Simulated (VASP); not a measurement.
# LuAg3O3 in VASP: further runs

The runs below take LuAg3O3 through single point, relaxation of cell and atoms, with PBE.

All numbers are computed with VASP 6.6.1; they aren't measurements. Logs are shortened: lines on timing, memory, paths and dates and some standing lists are left out, and cuts for length are marked.

### 1 The cell of the first run

It takes space group P3m1 (No. 156, trigonal). The conventional cell has a = 3.398 Å, b = 3.398 Å, c = 11.530 Å, α = 90.00°, β = 90.00°, γ = 120.00°. Lu (site symmetry 3m) has 6 O at 2.23 to 2.24 Å within 3.0 Å. Ag (site symmetry 3m) has 1 O at 2.18 Å and 3 Ag at 2.83 Å within 2.9 Å. Ag (site symmetry 3m) has 2 O at 2.05 to 2.09 Å within 2.7 Å. Ag (site symmetry 3m) has 3 O at 2.21 Å and 3 Ag at 2.83 Å within 2.9 Å. O (site symmetry 3m) has 1 Ag at 2.18 Å and 3 Lu at 2.23 Å and 3 O at 2.91 Å within 3.0 Å. Within 3.0 Å of O (site symmetry 3m) lie 1 Ag at 2.09 Å and 3 Lu at 2.24 Å and 3 O at 2.91 Å. O (site symmetry 3m) has 4 Ag at 2.05 to 2.21 Å within 2.7 Å.

### 2 Single point, PBE

Contents of INCAR:

```
ALGO     = Normal         # electronic algorithm
EDIFF    = 1E-6           # SCF threshold, eV
ENCUT    = 520            # plane-wave cutoff, eV
GGA      = PE             # functional
ISIF     = 2              # what is computed and relaxed
ISMEAR   = 0              # smearing method
LASPH    = True           # aspherical terms in the spheres
LCHARG   = False          # write CHGCAR
LREAL    = False          # projectors in reciprocal space
LWAVE    = False          # write WAVECAR
NBANDS   = 47             # bands
NELM     = 80             # most SCF steps
PREC     = Accurate       # precision mode
SIGMA    = 0.15           # smearing width, eV
```

Contents of KPOINTS:

```
k-points
0
Gamma
  4 4 1
```

Contents of POSCAR:

```
LuAg3O3
1.0
    3.3980643330      0.0000000000      0.0000000000
   -1.6990321665      2.9428100361      0.0000000000
    0.0000000000      0.0000000000     11.5298749080
Lu Ag O
1 3 3
Direct
    0.0000000000      0.0000000000      0.0082516552
    0.6666666667      0.3333333333      0.7267963942
    0.3333333333      0.6666666667      0.2827106209
    0.0000000000      0.0000000000      0.5493869245
    0.6666666667      0.3333333333      0.9155585270
    0.3333333333      0.6666666667      0.1014768801
    0.3333333333      0.6666666667      0.4608189981
```

Potentials or basis: VASP PAW PBE potentials, release 64 (Lu, Ag, O).

The run is started by

```
> cat potpaw_PBE.64/Lu/POTCAR potpaw_PBE.64/Ag/POTCAR potpaw_PBE.64/O/POTCAR > POTCAR
> mpirun -np 1 vasp_std > vasp.out
```

OUTCAR:

```text
EDIFF = 1E-6
   ENCUT = 520
   GGA = PE
   ISIF = 2
   ISMEAR = 0
   LASPH = True
   LREAL = False
   NELM = 80
   PREC = Accurate

 ion  position               nearest neighbor table
   1  0.000  0.000  0.008-   5 2.23   5 2.23   5 2.23   6 2.24   6 2.24   6 2.24
   2  0.667  0.333  0.727-   5 2.18   4 2.83   4 2.83   4 2.83
   3  0.333  0.667  0.283-   7 2.05   6 2.09
   4  0.000  0.000  0.549-   7 2.21   7 2.21   7 2.21   2 2.83   2 2.83   2 2.83
   5  0.667  0.333  0.916-   2 2.18   1 2.23   1 2.23   1 2.23
   6  0.333  0.667  0.101-   3 2.09   1 2.24   1 2.24   1 2.24
   7  0.333  0.667  0.461-   3 2.05   4 2.21   4 2.21   4 2.21

  LATTYP: Found a hexagonal cell.
 ALAT       =     3.3980643330
 C/A-ratio  =     3.3930714013

  Lattice vectors:

 A1 = (   3.3980643330,   0.0000000000,   0.0000000000)
 A2 = (  -1.6990321665,   2.9428100361,   0.0000000000)
 A3 = (   0.0000000000,   0.0000000000,  11.5298749080)

Analysis of symmetry for initial positions (statically):
=====================================================================
 Subroutine PRICEL returns:
 Original cell was already a primitive cell.

 Routine SETGRP: Setting up the symmetry group for a
 hexagonal supercell.

 Subroutine GETGRP returns: Found  6 space group operations
 (whereof  6 operations were pure point group operations)
 out of a pool of 24 trial point group operations.

The static configuration has the point symmetry C_3v.

Analysis of symmetry for dynamics (positions and initial velocities):
=====================================================================
 Subroutine PRICEL returns:
 Original cell was already a primitive cell.

 Routine SETGRP: Setting up the symmetry group for a
 hexagonal supercell.

 Subroutine GETGRP returns: Found  6 space group operations
 (whereof  6 operations were pure point group operations)
 out of a pool of 24 trial point group operations.

The dynamic configuration has the point symmetry C_3v.

 Subroutine INISYM returns: Found  6 space group operations
 (whereof  6 operations are pure point group operations),
 and found     1 'primitive' translations

----------------------------------------------------------------------------------------

                                     Primitive cell

  volume of cell :     115.2971

  direct lattice vectors                    reciprocal lattice vectors
     3.398064333  0.000000000  0.000000000     0.294285188  0.169905632  0.000000000
    -1.699032167  2.942810036  0.000000000     0.000000000  0.339811265  0.000000000
     0.000000000  0.000000000 11.529874908     0.000000000  0.000000000  0.086731210

  length of vectors
     3.398064333  3.398064333 11.529874908     0.339811265  0.339811265  0.086731210

  position of ions in fractional coordinates (direct lattice)
     0.000000000  0.000000000  0.008251655
     0.666666667  0.333333333  0.726796394
     0.333333333  0.666666667  0.282710621
     0.000000000  0.000000000  0.549386924
     0.666666667  0.333333333  0.915558527
     0.333333333  0.666666667  0.101476880
     0.333333333  0.666666667  0.460818998

  ion indices of the primitive-cell ions
   primitive index   ion index
                 1           1
                 2           2
                 3           3
                 4           4
                 5           5
                 6           6
                 7           7

----------------------------------------------------------------------------------------

 KPOINTS: k-points

Automatic generation of k-mesh.
 Grid dimensions read from file:
 generate k-points for:    4    4    1

 Generating k-lattice:

  Cartesian coordinates                     Fractional coordinates (reciprocal lattice)
     0.073571297  0.042476408  0.000000000     0.250000000  0.000000000  0.000000000
     0.000000000  0.084952816  0.000000000     0.000000000  0.250000000  0.000000000
     0.000000000  0.000000000  0.086731210     0.000000000  0.000000000  1.000000000

  Length of vectors
     0.084952816  0.084952816  0.086731210

  Shift w.r.t. Gamma in fractional coordinates (k-lattice)
     0.000000000  0.000000000  0.000000000

 Subroutine IBZKPT returns following result:
 ===========================================

 Found      4 irreducible k-points:

 Following reciprocal coordinates:
            Coordinates               Weight
  0.000000  0.000000  0.000000      1.000000
  0.250000  0.000000  0.000000      6.000000
  0.500000  0.000000  0.000000      3.000000
  0.250000  0.250000  0.000000      6.000000
   k-points           NKPTS =      4   k-points in BZ     NKDIM =      4   number of bands    NBANDS=     47
   number of dos      NEDOS =    301   number of ions     NIONS =      7
   total plane-waves  NPLWV =  70560
   dimension x,y,z NGX =    28 NGY =   28 NGZ =   90
   dimension x,y,z NGXF=    56 NGYF=   56 NGZF=  180
   ions per type =               1   3   3
   NGX,Y,Z   is equivalent  to a cutoff of  13.70, 13.70, 12.98 a.u.
   NGXF,Y,Z  is equivalent  to a cutoff of  27.40, 27.40, 25.95 a.u.
 SYSTEM =  unknown system
   PREC   = accura    normal or accurate (medium, high low for compatibility)
   ISTART =      0    job   : 0-new  1-cont  2-samecut
   ICHARG =      2    charge: 1-file 2-atom 10-const
   ISPIN  =      1    spin polarized calculation?
   LNONCOLLINEAR =      F non collinear calculations
   LSORBIT =      F    spin-orbit coupling
   LASPH  =      T    aspherical Exc in radial PAW
   ENCUT  =  520.0 eV  38.22 Ry    6.18 a.u.   6.32  6.32 21.44*2*pi/ulx,y,z
   NELM   =     80;   NELMIN=  2; NELMDL= -5     # of ELM steps
   EDIFF  = 0.1E-05   stopping-criterion for ELM
   LREAL  =      F    real-space projection
   EDIFFG = 0.1E-04   stopping-criterion for IOM
   NSW    =      0    number of steps for IOM
   IBRION =     -1    ionic relax: 0-MD 1-quasi-New 2-CG
   NFREE  =      0    steps in history (QN), initial steepest desc. (CG)
   ISIF   =      2    stress and relaxation
   ISYM   =      2    0-nonsym 1-usesym 2-fastsym
   POTIM  = 0.5000    time-step for ionic-motion
   TEBEG  =    0.0;   TEEND  =   0.0 temperature during run
   PSTRESS=    0.0 pullay stress
   NELECT =      76.0000    total number of electrons
   NUPDOWN=      -1.0000    fix difference up-down
   EMIN   =  10.00;   EMAX   =-10.00  energy-range for DOS
   EFERMI =   0.00;   METHOD = LEGACY
   ISMEAR =     0;   SIGMA  =   0.15  broadening in eV -4-tet -1-fermi 0-gaus
   EFERMI_NEDOS =   21; number of points for ismear=-14 and -15
   IALGO  =     38    algorithm
   IMIX   =      4    mixing-type and parameters
     AMIX     =   0.40;   BMIX     =  1.00
     AMIX_MAG =   1.60;   BMIX_MAG =  1.00
  volume/ion in A,a.u.               =      16.47       111.15
  Fermi-wavevector in a.u.,A,eV,Ry     =   1.424754  2.692395 27.618793  2.029924
  Thomas-Fermi vector in A             =   2.545211
   LORBIT       =      0    0 simple, 1 ext, 2 COOP (PROOUT), +10 PAW based schemes
   GGA     = PE    functional components
   LHFCALC =     F    Hartree Fock is set to
   AEXX    =    0.0000 exact exchange contribution
   IVDW    =     0    specifies the selected vdW correction
   LEPSILON=     F    determine dielectric tensor
   LRPA    =     F    only Hartree local field effects (RPA)
 non-spin polarized calculation
 Gauss-broadening in eV      SIGMA  =   0.15
  energy-cutoff  :      520.00
  volume of cell :      115.30
 maximum number of plane-waves:      3124
 NGX is ok and might be reduce to    28
   NGX = 13   NGY = 13   NGZ = 43

 number of electron      76.0000012 magnetization

 Free energy of the ion-electron system (eV)
  ---------------------------------------------------
  ext. energy  EPLUGINS =         0.00000000
  ---------------------------------------------------
  free energy    TOTEN  =       -36.04143373 eV

  energy without entropy =      -35.97832238  energy(sigma->0) =      -36.00987806

 E-fermi :   3.2799     XC(G=0): -10.6991

 val. band max:        3.2222475458   @ k =   0.2500   0.0000   0.0000
 cond. band min:       3.2894257890   @ k =   0.2500   0.0000   0.0000
 fundamental gap:      0.0671782432
 Fermi energy:         3.2798869209

 k-point     1 :       0.0000    0.0000    0.0000
  band No.  band energies     occupation
      1     -50.6672      2.00000
      2     -21.7166      2.00000
      3     -21.1968      2.00000
      4     -21.1968      2.00000
      5     -14.2445      2.00000
      6     -14.0965      2.00000
[... 39 lines left out ...]
     46      10.9954      0.00000
     47      12.8749      0.00000

 k-point     2 :       0.2500    0.0000    0.0000
  band No.  band energies     occupation
      1     -50.6520      2.00000
      2     -21.6545      2.00000
      3     -21.5786      2.00000
      4     -21.2661      2.00000
      5     -14.0287      2.00000
      6     -13.6895      2.00000
[... 39 lines left out ...]
     46      11.3083      0.00000
     47      11.7162      0.00000

 k-point     3 :       0.5000    0.0000    0.0000
  band No.  band energies     occupation
      1     -50.6367      2.00000
      2     -22.0146      2.00000
      3     -21.4774      2.00000
      4     -21.3341      2.00000
      5     -13.9345      2.00000
      6     -13.7806      2.00000
[... 39 lines left out ...]
     46      11.4179      0.00000
     47      11.4302      0.00000

 k-point     4 :       0.2500    0.2500    0.0000
  band No.  band energies     occupation
      1     -50.6367      2.00000
      2     -21.8518      2.00000
      3     -21.5416      2.00000
      4     -21.4607      2.00000
      5     -13.9197      2.00000
      6     -13.4890      2.00000
[... 39 lines left out ...]
     46      10.9674      0.00000
     47      11.2842      0.00000

------------------------ aborting loop because EDIFF is reached ----------------------------------------

  FORCE on cell =-STRESS in cart. coord.  units (eV):
  Direction    XX          YY          ZZ          XY          YZ          ZX
  --------------------------------------------------------------------------------------
  -------------------------------------------------------------------------------------
  Total        0.2391991      0.2391991      0.0348602      0.0000000      0.0000000     -0.0000000
  in kB        3.3239287      3.3239287      0.4844198      0.0000000      0.0000000     -0.0000000
  external PRESSURE =       2.3774258 kB  Pullay stress =       0.0000000 kB

 VOLUME and BASIS-vectors are now :
 -----------------------------------------------------------------------------
  energy-cutoff  :      520.00
  volume of cell :      115.30
      direct lattice vectors                 reciprocal lattice vectors
     3.398064333  0.000000000  0.000000000     0.294285188  0.169905632  0.000000000
    -1.699032167  2.942810036  0.000000000     0.000000000  0.339811265  0.000000000
     0.000000000  0.000000000 11.529874908     0.000000000  0.000000000  0.086731210

 POSITION                                       TOTAL-FORCE (eV/Angst)
 -----------------------------------------------------------------------------------
      0.00000      0.00000      0.09514         0.000000     -0.000000      0.007406
      1.69903      0.98094      8.37987         0.000000     -0.000000     -0.002503
     -0.00000      1.96187      3.25962        -0.000000      0.000000      0.014734
      0.00000      0.00000      6.33436         0.000000     -0.000000     -0.021752
      1.69903      0.98094     10.55628         0.000000      0.000000     -0.073898
     -0.00000      1.96187      1.17002        -0.000000     -0.000000      0.109070
     -0.00000      1.96187      5.31319         0.000000     -0.000000     -0.033057
 -----------------------------------------------------------------------------------
    total drift:                               -0.000000     -0.000000     -0.000254

  FREE ENERGIE OF THE ION-ELECTRON SYSTEM (eV)
  ---------------------------------------------------
  free  energy   TOTEN  =       -36.0414337285 eV

  energy  without entropy=      -35.9783223820  energy(sigma->0) =      -36.00987806
```

Wall time 24 s (1 thread of Intel Xeon 6975P-C (Granite Rapids), shared host); peak memory 0.25 GiB.

Results:

```
Free energy            : -36.0414 eV
Pressure               : 0.2 GPa
Largest force          : 0.109 eV/Å
Band gap on the k mesh : zero (bands 38 and 39 overlap by 0.20 eV)
```

Forces in eV/Å, atoms in the order of the input:
```
Lu   0.000  0.000  0.007
Ag   0.000  0.000 -0.003
Ag   0.000  0.000  0.015
Ag   0.000  0.000 -0.022
O    0.000  0.000 -0.074
O    0.000  0.000  0.109
O    0.000  0.000 -0.033
```

Levels at points of the mesh, in eV from the Fermi level:
```
           k point  band 35  band 36  band 37  band 38  band 39  band 40  band 41  band 42
(0.00, 0.00, 0.00)    -1.41    -0.71    -0.71     0.21     0.21     2.92     3.08     5.86
(0.50, 0.00, 0.00)    -1.24    -1.01    -0.26    -0.25     1.80     3.01     3.60     4.79
```

Caveat: the k points lie up to 0.54 Å⁻¹ apart; spin-orbit coupling is left out, which moves the levels of the heavy elements.

### 3 Relaxation of cell and atoms, PBE

This run uses another cell than the first one, of 16.06 Å³/atom.

Contents of INCAR:

```
PREC = Accurate
ENCUT = 600
EDIFF = 1E-6
ISMEAR = 0
SIGMA = 0.15
LREAL = False
LASPH = True
NELM = 100
ALGO = Normal
ISIF = 3
LWAVE = False
LCHARG = False
GGA = PE
IBRION = 2
NSW = 36
EDIFFG = -0.08
```

Contents of KPOINTS:

```
Automatic mesh
0
Gamma
  4 4 1
```

Contents of POSCAR:

```
LuAg3O3
1.0
    3.5000000000      0.0000000000      0.0000000000
   -1.7500000000      3.0310889100      0.0000000000
    0.0000000000      0.0000000000     10.6000000000
Lu Ag O
1 3 3
Direct
    0.0000000000      0.0000000000      0.0000000000
    0.6666666700      0.3333333300      0.6900000000
    0.3333333300      0.6666666700      0.3050000000
    0.0000000000      0.0000000000      0.5500000000
    0.6666666700      0.3333333300      0.8900000000
    0.3333333300      0.6666666700      0.1100000000
    0.3333333300      0.6666666700      0.5000000000
```

Potentials or basis: VASP PAW PBE potentials, release 64 (Lu, Ag, O).

The run is started by

```
> cat potpaw_PBE.64/Lu/POTCAR potpaw_PBE.64/Ag/POTCAR potpaw_PBE.64/O/POTCAR > POTCAR
> mpirun -np 1 vasp_std > vasp.out
```

It took 7.6 min on 1 thread of Intel Xeon 6975P-C (Granite Rapids), shared host; peak memory 0.31 GiB.

Results (log left out):

```
Free energy                           : -36.0423 eV
Relaxed volume                        : 16.51 Å³/atom
Relaxed cell                          : a = 3.393 Å, b = 3.393 Å, c = 11.593 Å, α = 90.00°, β = 90.00°, γ = 120.00°
Space group after relaxing (to 0.1 Å) : P3m1 (No. 156)
Energy gained by relaxing             : 164.1 meV/atom
Ionic steps                           : 26
Pressure after relaxing               : -0.2 GPa
Largest force after relaxing          : 0.055 eV/Å
Band gap on the k mesh                : zero (bands 38 and 39 overlap by 0.19 eV)
```

Forces on the atoms (eV/Å):
```
Lu   0.000  0.000 -0.046
Ag   0.000  0.000 -0.055
Ag   0.000  0.000  0.036
Ag   0.000  0.000 -0.019
O    0.000  0.000  0.035
O    0.000  0.000  0.033
O    0.000  0.000  0.016
```

Stress tensor (GPa, compression positive):
```
-0.02  0.00  0.00
 0.00 -0.02  0.00
 0.00  0.00 -0.69
```

Step by step:
| step | energy change (eV) | largest force (eV/Å) | pressure (GPa) | volume (Å³) |
| --- | --- | --- | --- | --- |
| 1 | 0.0000 | 2.6776 | 6.93 | 112.45 |
| 2 | -0.5759 | 1.2430 | -3.97 | 124.14 |
| 3 | -0.5759 | 1.2536 | -3.79 | 123.85 |
| 4 | -0.8050 | 0.7746 | -0.67 | 119.66 |
| 5 | -0.8372 | 0.7877 | 1.48 | 117.35 |
| 6 | -0.8809 | 0.4764 | 0.34 | 118.79 |
| 7 | -0.8817 | 0.5113 | 0.15 | 119.03 |
| 8 | -0.9007 | 0.3951 | -0.39 | 119.67 |
| 9 | -0.9200 | 0.5270 | -1.83 | 121.47 |
| 10 | -0.9255 | 0.5520 | -1.86 | 121.38 |
| 11 | -0.9414 | 0.6325 | -1.73 | 121.12 |
| 12 | -0.9669 | 0.8181 | -1.56 | 120.58 |
| 13 | -0.9656 | 1.3154 | -1.01 | 119.46 |
| 14 | -0.9769 | 1.0116 | -1.33 | 120.11 |
| 15 | -1.0151 | 0.6929 | -1.08 | 119.32 |
| 16 | -1.0755 | 0.7934 | -0.01 | 116.93 |
| 17 | -1.0763 | 0.8142 | 0.16 | 116.55 |
| 18 | -1.1004 | 0.6512 | 0.02 | 116.39 |
| 19 | -1.1263 | 0.3939 | -0.12 | 115.95 |
| 20 | -1.1349 | 0.2816 | -0.10 | 115.79 |
| 21 | -1.1396 | 0.3024 | -0.06 | 115.54 |
| 22 | -1.1439 | 0.1790 | 0.04 | 115.37 |
| 23 | -1.1456 | 0.1912 | 0.22 | 115.07 |
| 24 | -1.1459 | 0.1754 | 0.26 | 115.14 |
| 25 | -1.1485 | 0.0867 | -0.12 | 115.46 |
| 26 | -1.1486 | 0.0550 | -0.24 | 115.58 |

Final structure:
```
Lu Ag O
1.0
     3.39296    0.00000    0.00000
    -1.69648    2.93839    0.00000
     0.00000    0.00000   11.59318
Lu Ag O
1 3 3
Direct
  0.00000 0.00000 0.00878
  0.66667 0.33333 0.72762
  0.33333 0.66667 0.28239
  0.00000 0.00000 0.54914
  0.66667 0.33333 0.91546
  0.33333 0.66667 0.10217
  0.33333 0.66667 0.45945
```

Levels at points of the mesh, in eV from the Fermi level:
```tsv
k point	band 35	band 36	band 37	band 38	band 39	band 40	band 41	band 42
(0.00, 0.00, 0.00)	-1.43	-0.70	-0.70	0.20	0.20	2.92	3.08	5.86
(0.50, 0.00, 0.00)	-1.23	-1.00	-0.24	-0.24	1.82	3.01	3.61	4.76
```

Caveat: the k points lie up to 0.54 Å⁻¹ apart in the final cell; spin-orbit coupling is left out, which moves the levels of the heavy elements; the relaxation stopped at a loose force limit of 0.08 eV/Å, so its end isn't a converged minimum.

(Continued in part 2 of 2.)
